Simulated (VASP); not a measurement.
Input of a VASP 6.6.1 run:

INCAR

```
PREC = Accurate ; ENCUT = 520
EDIFF = 1E-6 ; ISMEAR = 0
SIGMA = 0.1 ; LREAL = False
LASPH = True ; NELM = 100
ALGO = Normal ; ISIF = 2
LWAVE = False ; LCHARG = False
GGA = PE ; NBANDS = 34
```

The input KPOINTS:

```
regular mesh
0
Gamma
  12 12 4
```

File POSCAR:

```
Ga3O2
1.0
    3.0881989308      0.0000000000      0.0000000000
   -1.5440994654      2.6744587260      0.0000000000
    0.0000000000      0.0000000000      9.0325351254
Ga O
3 2
Direct
    0.0000000000      0.0000000000      0.0000000000
    0.3333333333      0.6666666667      0.7474885879
    0.6666666667      0.3333333333      0.2525114121
    0.3333333333      0.6666666667      0.3353765027
    0.6666666667      0.3333333333      0.6646234973
```

Potentials or basis: VASP PAW PBE potentials, release 64 (Ga_d, O).

Launch:

```console
$ cat potpaw_PBE.64/Ga_d/POTCAR potpaw_PBE.64/O/POTCAR > POTCAR
$ mpirun -np 1 vasp_std > vasp.out
```

(1) What does it give for the band gap on the k mesh?

(2) Predict the pressure.

(3) Estimate the largest force.

## Answers

(1) zero (an odd number of electrons rules out a gap without spin polarisation).

(2) 0.4 GPa.

(3) 0.039 eV/Å.

Caveat: an odd number of electrons without spin polarisation forces a metal; a magnetic or distorted state may lie lower.
